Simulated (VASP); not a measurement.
Nb:

```xyz
1
Lattice="0.0000 2.1150 2.1150 2.1150 0.0000 2.1150 2.1150 2.1150 0.0000" Properties=species:S:1:pos:R:3 pbc="T T T"
Nb    0.0000    0.0000    0.0000
```

| Quantity | Value |
| --- | --- |
| Program | VASP 6.6.1 |
| Task | relaxation of cell and atoms |
| Functional | RPBE |
| Dispersion | D4 |
| Potentials or basis | VASP PAW PBE potentials, release 64 (Nb_sv) |
| Cutoff | 600 eV |
| k mesh | 11 × 11 × 11 |
| Occupations | fermi-dirac, width 0.05 eV |
| Spin | no spin polarisation |

At the start: pressure -4.1 GPa; volume 18.92 Å³/atom.

Problem. How do energy, volume and symmetry change on relaxing?

Solution. Over 3 steps the energy falls by 6.1 meV/atom and the volume is 18.45 Å³/atom (-2.5 %); space group Fm-3m (No. 225, to 0.05 Å).

Step by step:
| step | energy change (eV) | largest force (eV/Å) | pressure (GPa) | volume (Å³) |
| --- | --- | --- | --- | --- |
| 1 | 0.0000 | 0.0000 | -4.05 | 18.92 |
| 2 | 0.0133 | 0.0000 | 8.09 | 17.64 |
| 3 | -0.0061 | 0.0000 | 0.00 | 18.45 |

Final structure:
```
CELL_PARAMETERS angstrom
0.00000 2.09725 2.09725
2.09725 0.00000 2.09725
2.09725 2.09725 0.00000
ATOMIC_POSITIONS crystal
Nb 0.00000 0.00000 0.00000
```

Caveat: the PAW data sets were made with another functional, which shifts forces and pressure a little; pairwise dispersion overbinds metals, which lowers pressure and volume.
